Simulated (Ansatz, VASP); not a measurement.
# Two plane-wave programs on BeS

INCAR

```
AGGAC = 1.0 ; AGGAX = 1.0
ALDAC = 0.0 ; ALDAX = 1.0
ALGO = Normal ; EDIFF = 1E-6
ENCUT = 600 ; GGA = B5
GGA_COMPAT = F ; ISIF = 2
ISMEAR = 0 ; IVDW = 12
LASPH = T ; LCHARG = F
LREAL = F ; LWAVE = F
NBANDS = 11 ; NELM = 120
PREC = Accurate ; SIGMA = 0.05
VDW_A1 = 0.4298 ; VDW_A2 = 4.2359
VDW_S6 = 1.0 ; VDW_S8 = 2.6996
```

The input KPOINTS:

```
k-points
0
Gamma
  8 8 8
```

File POSCAR:

```
BeS
1.0
    0.0000000000      2.4082603033      2.4082603033
    2.4082603033      0.0000000000      2.4082603033
    2.4082603033      2.4082603033      0.0000000000
Be S
1 1
Direct
    0.0000000000      0.0000000000      0.0000000000
    0.7500000000      0.7500000000      0.7500000000
```

Input for Ansatz:

```yaml
crystal:
  lattice:
    - [0.0, 2.4082603033, 2.4082603033]
    - [2.4082603033, 0.0, 2.4082603033]
    - [2.4082603033, 2.4082603033, 0.0]
  atoms:
    - { symbol: Be, position: [0.0, 0.0, 0.0] }
    - { symbol: S, position: [0.75, 0.75, 0.75] }
basis:
  ecutwfc: 420
  ecutrho_ratio: 4
kpoints:
  mp_grid: { grid: [8, 8, 8] }
hamiltonian:
  xc: blyp
  dispersion: d3bj
scf:
  occupations: { method: gaussian, width: 0.05 }
output:
  forces: true
  stress: true
  eigenvalues: true
```

Alike in both runs: task single point; functional BLYP; dispersion D3(BJ); k mesh 8 × 8 × 8; occupations gaussian, width 0.05 eV; no spin polarisation.

|  | VASP | Ansatz |
| --- | --- | --- |
| version | VASP 6.6.1 | Ansatz 0.2.0 |
| potentials or method | VASP PAW PBE potentials, release 64 (Be, S), cutoff 600 eV | scalar-relativistic, plane waves, PAW |
| valence electrons in the cell | 8 | 8 |

```csv
,VASP,Ansatz,Ansatz less VASP
gap on the k mesh at the Fermi level (eV),3.36,3.34,-0.026
least direct gap on the mesh (eV),5.79,5.74,-0.046
pressure (GPa),-1.4,-1.1,+0.24
```

VASP's potentials were made for PBE, not for BLYP.
